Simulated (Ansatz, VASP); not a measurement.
**Si2As in VASP and in Ansatz**

```
Si As
1.0
     0.00000    3.07380    3.07380
     3.07380    0.00000    3.07380
     3.07380    3.07380    0.00000
Si As
2 1
Direct
  0.25000 0.25000 0.25000
  0.75000 0.75000 0.75000
  0.00000 0.00000 0.00000
```

Alike in both runs: task relaxation of cell and atoms; functional PBE; k mesh 14 × 14 × 14; occupations gaussian, width 0.1 eV; no spin polarisation.

|  | VASP | Ansatz |
| --- | --- | --- |
| version | VASP 6.6.1 | Ansatz 0.2.0 |
| potentials or method | VASP PAW PBE potentials, release 64 (Si, As), cutoff 600 eV | scalar-relativistic, plane waves, PAW |
| valence electrons in the cell | 13 | 23 |

Ansatz gave:

* gap on the k mesh at the Fermi level, each at its own relaxed structure (eV): none
* relaxed volume (Å³/atom): 19.70
* relaxed length of the cell vector where the two differ most in proportion (Å): 4.373

Task: What did VASP give for the same quantities?

Result: gap on the k mesh at the Fermi level, each at its own relaxed structure (eV): none; relaxed volume (Å³/atom): 19.76; relaxed length of the cell vector where the two differ most in proportion (Å): 4.376.

A gap of «none» marks a metal or a gap that the smearing closes. VASP's potentials hold 13 valence electrons a cell and Ansatz's 23, so a difference there can come from the potentials and not from the codes.
